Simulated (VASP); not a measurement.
# MgO (Pm-3m) in VASP: a series of runs

Runs on MgO. Level: PBE. Tasks: single point.

Everything below comes from runs of VASP 6.6.1. Logs are shortened: lines on timing, memory, paths and dates and some standing lists are left out, and cuts for length are marked.

## Step 1: The cell of the first run

It takes space group Pm-3m (No. 221, cubic). The conventional cell has a = 2.623 Å, b = 2.623 Å, c = 2.623 Å, α = 90.00°, β = 90.00°, γ = 90.00°. Within 3.0 Å of Mg (site symmetry m-3m) lie 8 O at 2.27 Å and 6 Mg at 2.62 Å. Within 3.0 Å of O (site symmetry m-3m) lie 8 Mg at 2.27 Å and 6 O at 2.62 Å.

## Step 2: Single point, PBE

Input file INCAR:

```
SYSTEM = MgO
PREC = Accurate ; ENCUT = 840
EDIFF = 1E-6 ; ISMEAR = 0
SIGMA = 0.5 ; LREAL = .FALSE.
LASPH = .TRUE. ; NELM = 120
ALGO = Normal ; ISIF = 2
LWAVE = .FALSE. ; LCHARG = .FALSE.
GGA = PE ; NBANDS = 15
GGA_COMPAT = .FALSE.
```

Input file KPOINTS:

```
Automatic mesh
0
G
  6 6 6
  0 0 0
```

Input file POSCAR:

```
MgO
1.0
    2.6233491285      0.0000000000      0.0000000000
    0.0000000000      2.6233491285      0.0000000000
    0.0000000000      0.0000000000      2.6233491285
Mg O
1 1
Direct
    0.0000000000      0.0000000000      0.0000000000
    0.5000000000      0.5000000000      0.5000000000
```

Potentials or basis: VASP PAW PBE potentials, release 64 (Mg_sv, O).

Started as:

```
$ cat potpaw_PBE.64/Mg_sv/POTCAR potpaw_PBE.64/O/POTCAR > POTCAR
$ mpirun -np 1 vasp_std > vasp.out
```

OUTCAR:

```text
SYSTEM = MgO
   PREC = Accurate
   ENCUT = 840
   EDIFF = 1E-6
   ISMEAR = 0
   LREAL = .FALSE.
   LASPH = .TRUE.
   NELM = 120
   ISIF = 2
   GGA = PE

 ion  position               nearest neighbor table
   1  0.000  0.000  0.000-
   2  0.500  0.500  0.500-

  LATTYP: Found a simple cubic cell.
 ALAT       =     2.6233491285

  Lattice vectors:

 A1 = (   2.6233491285,   0.0000000000,   0.0000000000)
 A2 = (   0.0000000000,   2.6233491285,   0.0000000000)
 A3 = (   0.0000000000,   0.0000000000,   2.6233491285)

Analysis of symmetry for initial positions (statically):
=====================================================================
 Subroutine PRICEL returns:
 Original cell was already a primitive cell.

 Routine SETGRP: Setting up the symmetry group for a
 simple cubic supercell.

 Subroutine GETGRP returns: Found 48 space group operations
 (whereof 48 operations were pure point group operations)
 out of a pool of 48 trial point group operations.

The static configuration has the point symmetry O_h .

Analysis of symmetry for dynamics (positions and initial velocities):
=====================================================================
 Subroutine PRICEL returns:
 Original cell was already a primitive cell.

 Routine SETGRP: Setting up the symmetry group for a
 simple cubic supercell.

 Subroutine GETGRP returns: Found 48 space group operations
 (whereof 48 operations were pure point group operations)
 out of a pool of 48 trial point group operations.

The dynamic configuration has the point symmetry O_h .

 Subroutine INISYM returns: Found 48 space group operations
 (whereof 48 operations are pure point group operations),
 and found     1 'primitive' translations

----------------------------------------------------------------------------------------

                                     Primitive cell

  volume of cell :      18.0538

  direct lattice vectors                    reciprocal lattice vectors
     2.623349129  0.000000000  0.000000000     0.381192114  0.000000000  0.000000000
     0.000000000  2.623349129  0.000000000     0.000000000  0.381192114  0.000000000
     0.000000000  0.000000000  2.623349129     0.000000000  0.000000000  0.381192114

  length of vectors
     2.623349129  2.623349129  2.623349129     0.381192114  0.381192114  0.381192114

  position of ions in fractional coordinates (direct lattice)
     0.000000000  0.000000000  0.000000000
     0.500000000  0.500000000  0.500000000

[... 80 lines left out ...]
   TEBEG  =    0.0;   TEEND  =   0.0 temperature during run
   PSTRESS=    0.0 pullay stress
   NELECT =      16.0000    total number of electrons
   NUPDOWN=      -1.0000    fix difference up-down
   EMIN   =  10.00;   EMAX   =-10.00  energy-range for DOS
   EFERMI =   0.00;   METHOD = LEGACY
   ISMEAR =     0;   SIGMA  =   0.50  broadening in eV -4-tet -1-fermi 0-gaus
   EFERMI_NEDOS =   21; number of points for ismear=-14 and -15
   IALGO  =     38    algorithm
   IMIX   =      4    mixing-type and parameters
     AMIX     =   0.40;   BMIX     =  1.00
     AMIX_MAG =   1.60;   BMIX_MAG =  1.00
  volume/ion in A,a.u.               =       9.03        60.92
  Fermi-wavevector in a.u.,A,eV,Ry     =   1.572505  2.971604 33.644110  2.472772
  Thomas-Fermi vector in A             =   2.673929
   LORBIT       =      0    0 simple, 1 ext, 2 COOP (PROOUT), +10 PAW based schemes
   GGA     = PE    functional components
   LHFCALC =     F    Hartree Fock is set to
   AEXX    =    0.0000 exact exchange contribution
   IVDW    =     0    specifies the selected vdW correction
   LEPSILON=     F    determine dielectric tensor
   LRPA    =     F    only Hartree local field effects (RPA)
 non-spin polarized calculation
 Gauss-broadening in eV      SIGMA  =   0.50
  energy-cutoff  :      840.00
  volume of cell :       18.05
 maximum number of plane-waves:      1021
 NGX is ok and might be reduce to    28
   NGX = 13   NGY = 13   NGZ = 13

 number of electron      15.9999997 magnetization

 Free energy of the ion-electron system (eV)
  ---------------------------------------------------
  ext. energy  EPLUGINS =         0.00000000
  ---------------------------------------------------
  free energy    TOTEN  =       -10.37084151 eV

  energy without entropy =      -10.37083584  energy(sigma->0) =      -10.37083867

 E-fermi :   6.2385     XC(G=0): -11.6910

 val. band max:        4.8455015421   @ k =   0.5000   0.5000   0.0000
 cond. band min:       7.4842936898   @ k =   0.0000   0.0000   0.0000
 fundamental gap:      2.6387921477
 Fermi energy:         6.2384569595

 k-point     1 :       0.0000    0.0000    0.0000
  band No.  band energies     occupation
      1     -69.8800      2.00000
      2     -36.5702      2.00000
      3     -36.5702      2.00000
      4     -36.5702      2.00000
      5     -13.7320      2.00000
      6       3.8285      2.00000
      7       3.8285      2.00000
      8       3.8285      2.00000
      9       7.4843      0.00043
     10      15.3195      0.00000
     11      15.3195      0.00000
     12      25.3734      0.00000
     13      25.3734      0.00000
     14      25.3734      0.00000
[... 329 lines left out ...]
      2     -36.6682      2.00000
      3     -36.6682      2.00000
      4     -36.6682      2.00000
      5     -10.7496      2.00000
      6       1.1726      2.00000
      7       1.1726      2.00000
      8       1.1726      2.00000
      9      12.3941      0.00000
     10      12.3941      0.00000
     11      12.3941      0.00000
     12      21.4682      0.00000
     13      23.8128      0.00000
     14      23.8128      0.00000
     15      23.8128      0.00000

------------------------ aborting loop because EDIFF is reached ----------------------------------------

  FORCE on cell =-STRESS in cart. coord.  units (eV):
  Direction    XX          YY          ZZ          XY          YZ          ZX
  --------------------------------------------------------------------------------------
  -------------------------------------------------------------------------------------
  Total        0.6921259      0.6921259      0.6921259     -0.0000000     -0.0000000      0.0000000
  in kB       61.4224855     61.4224855     61.4224855     -0.0000000     -0.0000000      0.0000000
  external PRESSURE =      61.4224855 kB  Pullay stress =       0.0000000 kB

 VOLUME and BASIS-vectors are now :
 -----------------------------------------------------------------------------
  energy-cutoff  :      840.00
  volume of cell :       18.05
      direct lattice vectors                 reciprocal lattice vectors
     2.623349129  0.000000000  0.000000000     0.381192114  0.000000000  0.000000000
     0.000000000  2.623349129  0.000000000     0.000000000  0.381192114  0.000000000
     0.000000000  0.000000000  2.623349129     0.000000000  0.000000000  0.381192114

 POSITION                                       TOTAL-FORCE (eV/Angst)
 -----------------------------------------------------------------------------------
      0.00000      0.00000      0.00000         0.000000      0.000000      0.000000
      1.31167      1.31167      1.31167         0.000000      0.000000      0.000000
 -----------------------------------------------------------------------------------
    total drift:                               -0.000000      0.000000      0.000000

  FREE ENERGIE OF THE ION-ELECTRON SYSTEM (eV)
  ---------------------------------------------------
  free  energy   TOTEN  =       -10.3708415076 eV

  energy  without entropy=      -10.3708358367  energy(sigma->0) =      -10.37083867
```

OSZICAR:

```text
N       E                     dE             d eps       ncg     rms          rms(c)
DAV:   1     0.154429988965E+03    0.15443E+03   -0.13396E+04   600   0.176E+03
DAV:   2    -0.717570699531E+01   -0.16161E+03   -0.15284E+03   740   0.428E+02
DAV:   3    -0.120155762454E+02   -0.48399E+01   -0.48218E+01   727   0.728E+01
DAV:   4    -0.120789946881E+02   -0.63418E-01   -0.63414E-01   698   0.828E+00
DAV:   5    -0.120801140982E+02   -0.11194E-02   -0.11194E-02   740   0.897E-01    0.863E+00
DAV:   6    -0.104448458266E+02    0.16353E+01   -0.19897E+00   621   0.148E+01    0.282E+00
DAV:   7    -0.104024936400E+02    0.42352E-01   -0.13315E-01   698   0.319E+00    0.168E+00
DAV:   8    -0.103713327698E+02    0.31161E-01   -0.48422E-02   755   0.233E+00    0.310E-01
DAV:   9    -0.103707542636E+02    0.57851E-03   -0.38688E-03   684   0.577E-01    0.118E-01
DAV:  10    -0.103708572330E+02   -0.10297E-03   -0.26730E-04   691   0.233E-01    0.674E-02
DAV:  11    -0.103708418983E+02    0.15335E-04   -0.44313E-05   712   0.965E-02    0.506E-03
DAV:  12    -0.103708415076E+02    0.39070E-06   -0.21121E-06   719   0.174E-02
   1 F= -.10370842E+02 E0= -.10370839E+02  d E =-.567095E-05
```

Wall time 6.6 s (1 thread of Intel Xeon Platinum 8488C (Sapphire Rapids), shared host); peak memory 0.15 GiB.

What came out:

| Quantity | Value |
| --- | --- |
| Free energy | -10.3708 eV |
| Pressure | 6.1 GPa |
| Band gap on the k mesh | 2.64 eV (least direct gap 3.66 eV) |

Caveat: the cell stands under pressure; so wide a smearing shifts energies and pressures; the structure was generated, so it needn't be the stable form of MgO. A k mesh can miss the band edges.

## Step 3: Single point, PBE

Input file INCAR:

```
SYSTEM = MgO
PREC     = Accurate       ! precision mode
ENCUT    = 840            ! plane-wave cutoff, eV
EDIFF    = 1E-6           ! SCF threshold, eV
ISMEAR   = 1              ! smearing method
SIGMA    = 0.5            ! smearing width, eV
LREAL    = .False.        ! projectors in reciprocal space
LASPH    = .True.         ! aspherical terms in the spheres
NELM     = 120            ! most SCF steps
ALGO     = Normal         ! electronic algorithm
ISIF     = 2              ! what is computed and relaxed
LWAVE    = .False.        ! write WAVECAR
LCHARG   = .True.         ! write CHGCAR
GGA      = PE             ! functional
LELF     = .True.         ! ELF
LVHAR    = .True.       
NBANDS   = 15             ! bands
GGA_COMPAT= .False.
```

Input file KPOINTS:

```
regular mesh
0
Gamma
  6 6 6
  0 0 0
```

POSCAR is that of step 2.

Potentials or basis: VASP PAW PBE potentials, release 64 (Mg_sv, O).

Started as:

```
$ cat potpaw_PBE.64/Mg_sv/POTCAR potpaw_PBE.64/O/POTCAR > POTCAR
$ mpirun -np 1 vasp_std > vasp.out
```

Run time: 9.5 s. Hardware: 1 thread of Intel Xeon Platinum 8375C at 2.90GHz (Ice Lake), shared host; peak memory 0.15 GiB.

It converged, with:

```yaml
Free_energy: -10.3649 eV
Pressure: 6.0 GPa
Band_gap_on_the_k_mesh: 2.64 eV (least direct gap 3.66 eV)
```

Levels at points of the mesh, in eV from the valence-band top:
| k point | band 4 | band 5 | band 6 | band 7 | band 8 | band 9 | band 10 | band 11 | band 12 | band 13 |
| --- | --- | --- | --- | --- | --- | --- | --- | --- | --- | --- |
| (0.00, 0.00, 0.00) | -41.41 | -18.58 | -1.02 | -1.02 | -1.02 | 2.64 | 10.48 | 10.48 | 20.53 | 20.53 |
| (0.50, 0.00, 0.00) | -41.40 | -17.31 | -6.56 | -0.57 | -0.57 | 7.12 | 9.58 | 14.61 | 17.50 | 18.22 |
| (0.50, 0.50, 0.00) | -41.39 | -16.46 | -4.74 | -4.74 | 0.00 | 5.01 | 12.32 | 12.32 | 13.44 | 19.42 |
| (0.50, 0.50, 0.50) | -41.51 | -15.60 | -3.67 | -3.67 | -3.67 | 7.55 | 7.55 | 7.55 | 16.63 | 18.97 |

Caveat: the cell stands under pressure; the structure was generated, so it needn't be the stable form of MgO.
